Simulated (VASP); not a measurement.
A run of VASP 6.6.1 is set up as follows.

INCAR

```
SYSTEM = GaN
ALGO     = Normal         ! electronic algorithm
EDIFF    = 1E-7           ! SCF threshold, eV
ENCUT    = 520            ! plane-wave cutoff, eV
GGA      = PS             ! functional
ISIF     = 2              ! what is computed and relaxed
ISMEAR   = 0              ! smearing method
LASPH    = .True.         ! aspherical terms in the spheres
LCHARG   = .True.         ! write CHGCAR
LELF     = .True.         ! ELF
LREAL    = .False.        ! projectors in reciprocal space
LVHAR    = .True.       
LWAVE    = .False.        ! write WAVECAR
NBANDS   = 16             ! bands
NELM     = 80             ! most SCF steps
PREC     = Accurate       ! precision mode
SIGMA    = 0.03           ! smearing width, eV
```

The input KPOINTS:

```
k-points
0
Gamma
  14 14 14
  0 0 0
```

The input POSCAR:

```
GaN
1.0
    0.0000000000      2.2473348375      2.1352350000
    2.1352350000      0.0000000000      2.1352350000
    2.1352350000      2.2473348375      0.0000000000
Ga N
1 1
Direct
    0.0000000000      0.0000000000      0.0000000000
    0.5000000000      0.5000000000      0.5000000000
```

Potentials or basis: VASP PAW PBE potentials, release 64 (Ga_d, N).

The run is started by

```bash
$ cat potpaw_PBE.64/Ga_d/POTCAR potpaw_PBE.64/N/POTCAR > POTCAR
$ mpirun -np 1 vasp_std > vasp.out
```

(1) Estimate the band gap on the k mesh.

(2) Estimate the pressure.

Results:

(1) zero (bands 9 and 10 overlap by 0.14 eV).

(2) -15.4 GPa.

Caveat: the cell differs from its parent crystal (strain +0.0525 x Voigt [0, 1, 0, 0, 0, 0]); the cell stands under tension; semilocal functionals underestimate gaps, so a narrow gap can read as zero; the PAW data sets were made with another functional, which shifts forces and pressure a little.
